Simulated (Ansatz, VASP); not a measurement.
**FePt: VASP beside Ansatz**

The input INCAR:

```
SYSTEM = FePt
ALGO = Normal
EDIFF = 1E-6
ENCUT = 520
GGA = PE
ISIF = 2
ISMEAR = -1
ISPIN = 2
LASPH = .TRUE.
LCHARG = .FALSE.
LMAXMIX = 4
LORBIT = 11
LREAL = .FALSE.
LWAVE = .FALSE.
MAGMOM = 0 1.5
NBANDS = 20
NELM = 150
NUPDOWN = 1.5
PREC = Accurate
SIGMA = 0.05
```

KPOINTS

```
k-points
0
G
  8 8 6
  0 0 0
```

POSCAR

```
FePt
1.0
    2.7235000000      0.0000000000      0.0000000000
    0.0000000000      2.7235000000      0.0000000000
    0.0000000000      0.0000000000      3.7200000000
Pt Fe
1 1
Direct
    0.5000000000      0.5000000000      0.5000000000
    0.0000000000      0.0000000000      0.0000000000
```

input.yaml

```yaml
crystal:
  lattice:
    - [2.7235, 0.0, 0.0]
    - [0.0, 2.7235, 0.0]
    - [0.0, 0.0, 3.72]
  atoms:
    - { symbol: Pt, position: [0.5, 0.5, 0.5] }
    - { symbol: Fe, position: [0.0, 0.0, 0.0], spin: 1.5 }
hamiltonian:
  xc: pbe
  pseudopotentials: { kind: paw }
magnetization:
  spin_polarized: true
  initial_magnetization: 1.5
  spin_locking: { lock_magnetization: hard }
kpoints:
  mp_grid: { grid: [8, 8, 6] }
scf:
  occupations: { method: fermi_dirac, width: 0.05 }
  lower_state_search: "off"
output:
  forces: true
  stress: true
  eigenvalues: true
```

Alike in both runs: task single point; functional PBE; k mesh 8 × 8 × 6; occupations fermi-dirac, width 0.05 eV; collinear spin; fixed moment 1.5 μB.

|  | VASP | Ansatz |
| --- | --- | --- |
| version | VASP 6.6.1 | Ansatz 0.2.0 |
| potentials or method | VASP PAW PBE potentials, release 64 (Pt, Fe) | Ansatz PAW |
| plane-wave cutoff (eV) | 520 | 420 |
| valence electrons in the cell | 18 | 34 |

Ansatz gave:

```
pressure (GPa)                                                : -8.1
traceless stress, the component that is largest in VASP (GPa) : 3.56
net moment per atom (μB)                                      : 0.75
size of the moment on the site where the two differ most (μB) : 0.01
```

**Question.** Which values does VASP return?

**Answer.** Pressure (GPa): -8.5; traceless stress, the component that is largest in VASP (GPa): 3.46; net moment per atom (μB): 0.75; size of the moment on the site where the two differ most (μB): 0.04.

Site moments also hang on the region over which each program counts them. The functional is the same, so the differences come from potentials, cutoffs and numerics. VASP's potentials hold 18 valence electrons a cell and Ansatz's 34, so a difference there can come from the potentials and not from the codes.

Neither program's run includes spin-orbit coupling.
